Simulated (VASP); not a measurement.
# SiW (Pm-3m) in VASP: further runs

The runs below take SiW through single point, relaxation of cell and atoms, with PBE.

Program: VASP 6.6.1. These are calculated values, not measurements. Logs are shortened: lines on timing, memory, paths and dates and some standing lists are left out, and cuts for length are marked.

**1. The cell of the first run**

The structure is cubic, space group Pm-3m (No. 221). Conventional cell: a = 3.065 Å, b = 3.065 Å, c = 3.065 Å, α = 90.00°, β = 90.00°, γ = 90.00°. Si (site symmetry m-3m) has 8 W at 2.65 Å and 6 Si at 3.06 Å within 3.5 Å. Within 3.5 Å of W (site symmetry m-3m) lie 8 Si at 2.65 Å and 6 W at 3.06 Å.

**2. Single point, PBE**

Contents of INCAR:

```
SYSTEM = SiW
PREC = Accurate
ENCUT = 520
EDIFF = 1E-6
ISMEAR = 0
SIGMA = 0.1
LREAL = .False.
LASPH = .True.
NELM = 60
ALGO = Normal
ISIF = 2
LWAVE = .False.
LCHARG = .False.
GGA = PE
NBANDS = 16
```

Contents of KPOINTS:

```
Automatic mesh
0
Gamma
  6 6 6
  0 0 0
```

Contents of POSCAR:

```
SiW
1.0
    3.0646479841      0.0000000000      0.0000000000
    0.0000000000      3.0646479841      0.0000000000
    0.0000000000      0.0000000000      3.0646479841
Si W
1 1
Direct
    0.0000000000      0.0000000000      0.0000000000
    0.5000000000      0.5000000000      0.5000000000
```

Potentials or basis: VASP PAW PBE potentials, release 64 (Si, W_sv).

Run with:

```bash
$ cat potpaw_PBE.64/Si/POTCAR potpaw_PBE.64/W_sv/POTCAR > POTCAR
$ mpirun -np 1 vasp_std > vasp.out
```

OUTCAR:

```text
SYSTEM = SiW
   PREC = Accurate
   ENCUT = 520
   EDIFF = 1E-6
   ISMEAR = 0
   LREAL = .False.
   LASPH = .True.
   NELM = 60
   ISIF = 2
   GGA = PE

 ion  position               nearest neighbor table
   1  0.000  0.000  0.000-   2 2.65   2 2.65   2 2.65   2 2.65   2 2.65   2 2.65   2 2.65   2 2.65

   2  0.500  0.500  0.500-   1 2.65   1 2.65   1 2.65   1 2.65   1 2.65   1 2.65   1 2.65   1 2.65

  LATTYP: Found a simple cubic cell.
 ALAT       =     3.0646479841

  Lattice vectors:

 A1 = (   3.0646479841,   0.0000000000,   0.0000000000)
 A2 = (   0.0000000000,   3.0646479841,   0.0000000000)
 A3 = (   0.0000000000,   0.0000000000,   3.0646479841)

Analysis of symmetry for initial positions (statically):
=====================================================================
 Subroutine PRICEL returns:
 Original cell was already a primitive cell.

 Routine SETGRP: Setting up the symmetry group for a
 simple cubic supercell.

 Subroutine GETGRP returns: Found 48 space group operations
 (whereof 48 operations were pure point group operations)
 out of a pool of 48 trial point group operations.

The static configuration has the point symmetry O_h .

Analysis of symmetry for dynamics (positions and initial velocities):
=====================================================================
 Subroutine PRICEL returns:
 Original cell was already a primitive cell.

 Routine SETGRP: Setting up the symmetry group for a
 simple cubic supercell.

 Subroutine GETGRP returns: Found 48 space group operations
 (whereof 48 operations were pure point group operations)
 out of a pool of 48 trial point group operations.

The dynamic configuration has the point symmetry O_h .

 Subroutine INISYM returns: Found 48 space group operations
 (whereof 48 operations are pure point group operations),
 and found     1 'primitive' translations

----------------------------------------------------------------------------------------

                                     Primitive cell

  volume of cell :      28.7834

  direct lattice vectors                    reciprocal lattice vectors
     3.064647984  0.000000000  0.000000000     0.326301750  0.000000000  0.000000000
     0.000000000  3.064647984  0.000000000     0.000000000  0.326301750  0.000000000
     0.000000000  0.000000000  3.064647984     0.000000000  0.000000000  0.326301750

  length of vectors
     3.064647984  3.064647984  3.064647984     0.326301750  0.326301750  0.326301750

  position of ions in fractional coordinates (direct lattice)
     0.000000000  0.000000000  0.000000000
     0.500000000  0.500000000  0.500000000

  ion indices of the primitive-cell ions
   primitive index   ion index
                 1           1
                 2           2

----------------------------------------------------------------------------------------

 KPOINTS: Automatic mesh

Automatic generation of k-mesh.
 Grid dimensions read from file:
 generate k-points for:    6    6    6

 Generating k-lattice:

  Cartesian coordinates                     Fractional coordinates (reciprocal lattice)
     0.054383625  0.000000000  0.000000000     0.166666667  0.000000000  0.000000000
     0.000000000  0.054383625  0.000000000     0.000000000  0.166666667  0.000000000
     0.000000000  0.000000000  0.054383625     0.000000000  0.000000000  0.166666667

  Length of vectors
     0.054383625  0.054383625  0.054383625

  Shift w.r.t. Gamma in fractional coordinates (k-lattice)
     0.000000000  0.000000000  0.000000000

 Subroutine IBZKPT returns following result:
 ===========================================

 Found     20 irreducible k-points:

 Following reciprocal coordinates:
            Coordinates               Weight
  0.000000  0.000000  0.000000      1.000000
  0.166667  0.000000  0.000000      6.000000
  0.333333  0.000000  0.000000      6.000000
  0.500000  0.000000  0.000000      3.000000
  0.166667  0.166667  0.000000     12.000000
  0.333333  0.166667  0.000000     24.000000
[... 12 lines left out ...]
  0.500000  0.500000  0.333333      6.000000
  0.500000  0.500000  0.500000      1.000000
   k-points           NKPTS =     20   k-points in BZ     NKDIM =     20   number of bands    NBANDS=     16
   number of dos      NEDOS =    301   number of ions     NIONS =      2
   total plane-waves  NPLWV =  13824
   dimension x,y,z NGX =    24 NGY =   24 NGZ =   24
   dimension x,y,z NGXF=    48 NGYF=   48 NGZF=   48
   ions per type =               1   1
   NGX,Y,Z   is equivalent  to a cutoff of  13.02, 13.02, 13.02 a.u.
   NGXF,Y,Z  is equivalent  to a cutoff of  26.04, 26.04, 26.04 a.u.
 SYSTEM =  SiW
   PREC   = accura    normal or accurate (medium, high low for compatibility)
   ISTART =      0    job   : 0-new  1-cont  2-samecut
   ICHARG =      2    charge: 1-file 2-atom 10-const
   ISPIN  =      1    spin polarized calculation?
   LNONCOLLINEAR =      F non collinear calculations
   LSORBIT =      F    spin-orbit coupling
[... 113 lines left out ...]
      5      -0.3438      2.00000
      6       7.4840      2.00000
[... 8 lines left out ...]
     15      22.6695      0.00000
     16      23.3301      0.00000

 k-point     6 :       0.3333    0.1667    0.0000
  band No.  band energies     occupation
      1     -62.5729      2.00000
      2     -26.9384      2.00000
      3     -26.7553      2.00000
      4     -26.6655      2.00000
      5       1.0331      2.00000
      6       5.6792      2.00000
[... 8 lines left out ...]
     15      21.6810      0.00000
     16      22.9334      0.00000

 k-point     7 :       0.5000    0.1667    0.0000
  band No.  band energies     occupation
      1     -62.5693      2.00000
      2     -27.0195      2.00000
      3     -26.7466      2.00000
      4     -26.6580      2.00000
      5       2.5349      2.00000
      6       3.8519      2.00000
[... 8 lines left out ...]
     15      19.4122      0.00000
     16      22.0273      0.00000

 k-point     8 :       0.3333    0.3333    0.0000
  band No.  band energies     occupation
      1     -62.5658      2.00000
      2     -26.9205      2.00000
      3     -26.9133      2.00000
      4     -26.6507      2.00000
      5       1.9420      2.00000
      6       5.8055      2.00000
[... 8 lines left out ...]
     15      21.2836      0.00000
     16      24.3335      0.00000

 k-point     9 :       0.5000    0.3333    0.0000
  band No.  band energies     occupation
      1     -62.5624      2.00000
      2     -26.9961      2.00000
      3     -26.9061      2.00000
      4     -26.6432      2.00000
      5       2.5234      2.00000
      6       5.4656      2.00000
[... 8 lines left out ...]
     15      20.7631      0.00000
     16      25.2675      0.00000
[... 96 lines left out ...]
 k-point    15 :       0.5000    0.3333    0.1667
  band No.  band energies     occupation
      1     -62.5589      2.00000
      2     -26.9855      2.00000
      3     -26.8966      2.00000
      4     -26.7222      2.00000
      5       2.8287      2.00000
      6       5.7369      2.00000
[... 8 lines left out ...]
     15      21.9751      0.00000
     16      22.3105      0.00000

 k-point    16 :       0.5000    0.5000    0.1667
  band No.  band energies     occupation
      1     -62.5554      2.00000
      2     -26.9741      2.00000
      3     -26.9741      2.00000
      4     -26.7141      2.00000
      5       2.8942      2.00000
      6       6.7084      2.00000
[... 8 lines left out ...]
     15      22.6182      0.00000
     16      22.6182      0.00000

 k-point    17 :       0.3333    0.3333    0.3333
  band No.  band energies     occupation
      1     -62.5555      2.00000
      2     -26.8930      2.00000
      3     -26.8845      2.00000
      4     -26.8845      2.00000
      5       3.0214      2.00000
      6       6.2492      2.00000
[... 8 lines left out ...]
     15      21.5142      0.00000
     16      21.5142      0.00000

 k-point    18 :       0.5000    0.3333    0.3333
  band No.  band energies     occupation
      1     -62.5520      2.00000
      2     -26.9643      2.00000
      3     -26.8800      2.00000
      4     -26.8749      2.00000
      5       3.5758      2.00000
      6       5.7603      2.00000
[... 8 lines left out ...]
     15      19.7699      0.00000
     16      21.5636      0.00000

 k-point    19 :       0.5000    0.5000    0.3333
  band No.  band energies     occupation
      1     -62.5485      2.00000
      2     -26.9536      2.00000
      3     -26.9536      2.00000
      4     -26.8678      2.00000
      5       4.0292      2.00000
      6       5.6054      2.00000
[... 8 lines left out ...]
     15      21.0114      0.00000
     16      21.0114      0.00000

 k-point    20 :       0.5000    0.5000    0.5000
  band No.  band energies     occupation
      1     -62.5450      2.00000
      2     -26.9434      2.00000
      3     -26.9434      2.00000
      4     -26.9434      2.00000
      5       5.1804      2.00000
      6       5.1804      2.00000
[... 8 lines left out ...]
     15      20.1045      0.00000
     16      20.1045      0.00000

------------------------ aborting loop because EDIFF is reached ----------------------------------------

  FORCE on cell =-STRESS in cart. coord.  units (eV):
  Direction    XX          YY          ZZ          XY          YZ          ZX
  --------------------------------------------------------------------------------------
  -------------------------------------------------------------------------------------
  Total        0.0114224      0.0114224      0.0114224      0.0000000      0.0000000     -0.0000000
  in kB        0.6358066      0.6358066      0.6358066      0.0000000      0.0000000     -0.0000000
  external PRESSURE =       0.6358066 kB  Pullay stress =       0.0000000 kB

 VOLUME and BASIS-vectors are now :
 -----------------------------------------------------------------------------
  energy-cutoff  :      520.00
  volume of cell :       28.78
      direct lattice vectors                 reciprocal lattice vectors
     3.064647984  0.000000000  0.000000000     0.326301750  0.000000000  0.000000000
     0.000000000  3.064647984  0.000000000     0.000000000  0.326301750  0.000000000
     0.000000000  0.000000000  3.064647984     0.000000000  0.000000000  0.326301750

 POSITION                                       TOTAL-FORCE (eV/Angst)
 -----------------------------------------------------------------------------------
      0.00000      0.00000      0.00000         0.000000      0.000000      0.000000
      1.53232      1.53232      1.53232         0.000000      0.000000      0.000000
 -----------------------------------------------------------------------------------
    total drift:                                0.000000     -0.000000     -0.000000

  FREE ENERGIE OF THE ION-ELECTRON SYSTEM (eV)
  ---------------------------------------------------
  free  energy   TOTEN  =       -18.0256050907 eV

  energy  without entropy=      -18.0018213070  energy(sigma->0) =      -18.01371320
```

Run time: 3 s. Hardware: 1 thread of Intel Xeon 6975P-C (Granite Rapids), shared host; peak memory 0.14 GiB.

What came out:

| Property | Result |
| --- | --- |
| Free energy | -18.0256 eV |
| Pressure | 0.1 GPa |
| Band gap on the k mesh | zero (band 9 reaches 14.25 eV, above the bottom of band 10 at 10.73 eV) |

Caveat: spin-orbit coupling is left out, which moves the levels of the heavy elements.

**3. Single point, PBE**

This run uses another cell than the first one, of 17.64 Å³/atom, 1.226 times its volume.

Contents of INCAR:

```
  PREC = Accurate
  ENCUT = 520
  EDIFF = 1E-6
  ISMEAR = 0
  SIGMA = 0.1
  LREAL = False
  LASPH = True
  NELM = 100
  ALGO = Normal
  ISIF = 2
  LWAVE = False
  LCHARG = False
  GGA = PE
  NBANDS = 16
```

Contents of KPOINTS:

```
regular mesh
0
Gamma
  6 6 6
```

Contents of POSCAR:

```
SiW
1.0
    3.2798034700      0.0000000000      0.0000000000
    0.0000000000      3.2798034700      0.0000000000
    0.0000000000      0.0000000000      3.2798034700
Si W
1 1
Direct
    0.0000000000      0.0000000000      0.0000000000
    0.5000000000      0.5000000000      0.5000000000
```

Potentials or basis: VASP PAW PBE potentials, release 64 (Si, W_sv).

Run with:

```bash
$ cat potpaw_PBE.64/Si/POTCAR potpaw_PBE.64/W_sv/POTCAR > POTCAR
$ mpirun -np 1 vasp_std > vasp.out
```

It took 3 s on 1 thread of Intel Xeon 6975P-C (Granite Rapids), shared host; peak memory 0.14 GiB.

The run converged. Its results:

- Free energy: -17.2947 eV
- Pressure: -30.1 GPa
- Band gap on the k mesh: zero (band 9 reaches 11.21 eV, above the bottom of band 10 at 8.28 eV)

Levels at points of the mesh, in eV from the Fermi level:
```
           k point  band 7  band 8  band 9  band 10  band 11  band 12
(0.00, 0.00, 0.00)   -2.72    1.28    1.28     1.28     1.94     1.94
(0.50, 0.00, 0.00)   -1.86   -1.41   -1.41     1.63     2.81     5.74
(0.50, 0.50, 0.00)   -3.14   -3.02   -0.27    -0.27     2.87     3.21
(0.50, 0.50, 0.50)   -4.77   -4.14    2.66     2.66     2.66     2.98
```

Caveat: spin-orbit coupling is left out, which moves the levels of the heavy elements.

**4. Relaxation of cell and atoms, PBE**

This run uses another cell than the first one, of 17.64 Å³/atom, 1.226 times its volume.

Contents of INCAR:

```
SYSTEM = SiW
  PREC = Accurate
  ENCUT = 600
  EDIFF = 1E-6
  ISMEAR = 0
  SIGMA = 0.1
  LREAL = .False.
  LASPH = .True.
  NELM = 60
  ALGO = Normal
  ISIF = 3
  LWAVE = .False.
  LCHARG = .False.
  GGA = PE
  IBRION = 2
  NSW = 90
  EDIFFG = -0.04
```

Contents of KPOINTS:

```
regular mesh
0
Gamma
  6 6 6
  0 0 0
```

POSCAR is that of step 3.

Run with:

```bash
$ cat potpaw_PBE.64/Si/POTCAR potpaw_PBE.64/W_sv/POTCAR > POTCAR
$ mpirun -np 1 vasp_std > vasp.out
```

It took 16 s on 1 thread of Intel Xeon 6975P-C (Granite Rapids), shared host; peak memory 0.17 GiB.

It converged, with:

| Property | Result |
| --- | --- |
| Free energy | -18.0264 eV |
| Relaxed volume | 14.40 Å³/atom |
| Relaxed cell | a = 3.065 Å, b = 3.065 Å, c = 3.065 Å, α = 90.00°, β = 90.00°, γ = 90.00° |
| Space group after relaxing (to 0.05 Å) | Pm-3m (No. 221) |
| Energy gained by relaxing | 365.7 meV/atom |
| Ionic steps | 5 |
| Pressure after relaxing | 0.0 GPa |
| Band gap on the k mesh | zero (band 9 reaches 14.25 eV, above the bottom of band 10 at 10.73 eV) |

The path:
```tsv
step	energy change (eV)	largest force (eV/Å)	pressure (GPa)	volume (Å³)
1	0.0000	0.0000	-30.11	35.28
2	1.8883	0.0000	140.08	20.92
3	-0.7242	0.0000	-4.13	29.34
4	-0.7307	0.0000	-1.35	28.97
5	-0.7314	0.0000	0.01	28.80
```

Final structure:
```yaml
crystal:
  lattice:
    - [3.06511, 0.00000, 0.00000]
    - [0.00000, 3.06511, 0.00000]
    - [0.00000, 0.00000, 3.06511]
  atoms:
    - { symbol: Si, position: [0.00000, 0.00000, 0.00000] }
    - { symbol: W, position: [0.50000, 0.50000, 0.50000] }
```

Levels at points of the mesh, in eV from the Fermi level:
```
           k point  band 7  band 8  band 9  band 10  band 11  band 12
(0.00, 0.00, 0.00)   -3.67    1.73    1.73     1.73     2.41     2.41
(0.50, 0.00, 0.00)   -2.48   -1.77   -1.77     2.26     3.89     5.36
(0.50, 0.50, 0.00)   -3.60   -3.60   -0.44    -0.44     3.97     5.15
(0.50, 0.50, 0.50)   -5.99   -3.65    3.08     3.08     3.08     4.13
```

Caveat: the volume moved by over 15 % at a fixed basis, so the end points are rough; spin-orbit coupling is left out, which moves the levels of the heavy elements.

**5. Single point, PBE**

This run uses another cell than the first one, of 14.30 Å³/atom, 0.994 times its volume.

Contents of INCAR:

```
PREC = Accurate
ENCUT = 520
EDIFF = 1E-6
ISMEAR = 0
SIGMA = 0.1
LREAL = F
LASPH = T
NELM = 60
ALGO = Normal
ISIF = 2
LWAVE = F
LCHARG = F
GGA = PE
NBANDS = 16
```

Contents of KPOINTS:

```
Automatic mesh
0
Gamma
  18 18 18
```

Contents of POSCAR:

```
SiW
1.0
    3.0584265352      0.0000000000      0.0000000000
    0.0000000000      3.0584265352      0.0000000000
    0.0000000000      0.0000000000      3.0584265352
Si W
1 1
Direct
    0.0000000000      0.0000000000      0.0000000000
    0.5000000000      0.5000000000      0.5000000000
```

Run with:

```bash
$ cat potpaw_PBE.64/Si/POTCAR potpaw_PBE.64/W_sv/POTCAR > POTCAR
$ mpirun -np 1 vasp_std > vasp.out
```

Run time: 18 s. Hardware: 1 thread of Intel Xeon 6975P-C (Granite Rapids), shared host; peak memory 0.22 GiB.

The run converged. Its results:

- Free energy: -18.1142 eV
- Pressure: 0.2 GPa
- Band gap on the k mesh: zero (band 9 reaches 14.36 eV, above the bottom of band 10 at 10.55 eV)

Levels at points of the mesh, in eV from the Fermi level:
```tsv
k point	band 6	band 7	band 8	band 9	band 10	band 11	band 12	band 13
(0.00, 0.00, 0.00)	-3.66	-3.66	1.80	1.80	1.80	2.45	2.45	2.45
(0.50, 0.00, 0.00)	-7.94	-2.44	-1.74	-1.74	2.34	3.99	5.37	9.12
(0.50, 0.50, 0.00)	-3.68	-3.58	-3.58	-0.40	-0.40	4.07	5.08	5.19
(0.50, 0.50, 0.50)	-6.00	-6.00	-3.62	3.14	3.14	3.14	4.24	4.24
```

Caveat: spin-orbit coupling is left out, which moves the levels of the heavy elements.

**6. Relaxation of cell and atoms, PBE**

Contents of INCAR:

```
PREC = Accurate
ENCUT = 600
EDIFF = 1E-6
ISMEAR = 0
SIGMA = 0.1
LREAL = F
LASPH = T
NELM = 60
ALGO = Normal
ISIF = 3
LWAVE = F
LCHARG = F
GGA = PE
IBRION = 2
NSW = 100
EDIFFG = -0.01
```

Contents of KPOINTS:

```
regular mesh
0
Gamma
  18 18 18
```

Contents of POSCAR:

```
SiW
1.0
    3.0646479841      0.0000000000      0.0000000000
    0.0000000000      3.0646479841      0.0000000000
    0.0000000000      0.0000000000      3.0646479841
Si W
1 1
Direct
    0.0000000000      0.0000000000      0.0000000000
    0.5000000000      0.5000000000      0.5000000000
```

Potentials or basis: VASP PAW PBE potentials, release 64 (Si, W_sv).

Run with:

```bash
$ cat potpaw_PBE.64/Si/POTCAR potpaw_PBE.64/W_sv/POTCAR > POTCAR
$ mpirun -np 1 vasp_std > vasp.out
```

It took 97 s on 1 thread of Intel Xeon 6975P-C, shared host; peak memory 0.24 GiB.

Results (log left out):

* Free energy: -18.1145 eV
* Relaxed volume: 14.32 Å³/atom
* Relaxed cell: a = 3.059 Å, b = 3.059 Å, c = 3.059 Å, α = 90.00°, β = 90.00°, γ = 90.00°
* Space group after relaxing (to 0.05 Å): Pm-3m (No. 221)
* Energy gained by relaxing: 0.3 meV/atom
* Ionic steps: 3
* Pressure after relaxing: 0.0 GPa
* Band gap on the k mesh: zero (band 9 reaches 14.34 eV, above the bottom of band 10 at 10.54 eV)

The path:
```
step  energy change (eV)  largest force (eV/Å)  pressure (GPa)  volume (Å³)
   1              0.0000                0.0000           -1.17        28.78
   2              0.0016                0.0000            2.41        28.35
   3             -0.0005                0.0000            0.01        28.64
```

Final structure:
```
Si W
1.0
     3.05940    0.00000    0.00000
     0.00000    3.05940    0.00000
     0.00000    0.00000    3.05940
Si W
1 1
Direct
  0.00000 0.00000 0.00000
  0.50000 0.50000 0.50000
```

Levels at points of the mesh, in eV from the Fermi level:
| k point | band 6 | band 7 | band 8 | band 9 | band 10 | band 11 | band 12 | band 13 |
| --- | --- | --- | --- | --- | --- | --- | --- | --- |
| (0.00, 0.00, 0.00) | -3.65 | -3.65 | 1.80 | 1.80 | 1.80 | 2.45 | 2.45 | 2.45 |
| (0.50, 0.00, 0.00) | -7.93 | -2.44 | -1.74 | -1.74 | 2.33 | 3.98 | 5.37 | 9.12 |
| (0.50, 0.50, 0.00) | -3.67 | -3.58 | -3.58 | -0.40 | -0.40 | 4.06 | 5.07 | 5.19 |
| (0.50, 0.50, 0.50) | -5.99 | -5.99 | -3.62 | 3.14 | 3.14 | 3.14 | 4.23 | 4.23 |

Caveat: spin-orbit coupling is left out, which moves the levels of the heavy elements.

**7. Summary**

| task | cell | k mesh | cutoff (eV) | gap on the mesh (eV) | pressure (GPa) | relaxed volume (Å³/atom) |
| --- | --- | --- | --- | --- | --- | --- |
| single point | a = 3.065 Å, 2 atoms | 6 × 6 × 6 | 520 | none | 0.1 | - |
| single point | a = 3.280 Å, 2 atoms | 6 × 6 × 6 | 520 | none | -30.1 | - |
| relaxation of cell and atoms | relaxed from a = 3.280 Å, 2 atoms | 6 × 6 × 6 | 600 | none | 0.0 | 14.40 |
| single point | a = 3.058 Å, 2 atoms | 18 × 18 × 18 | 520 | none | 0.2 | - |
| relaxation of cell and atoms | relaxed from a = 3.065 Å, 2 atoms | 18 × 18 × 18 | 600 | none | 0.0 | 14.32 |

Alike in all rows: level PBE; potentials or basis VASP PAW PBE potentials, release 64 (Si, W_sv); no spin polarisation; smearing gaussian 0.1 eV.

Caveats: spin-orbit coupling is left out, which moves the levels of the heavy elements; the volume moved by over 15 % at a fixed basis, so the end points are rough (some runs).

Total energies depend on the potentials used, so only differences within one code and one set of settings carry meaning.
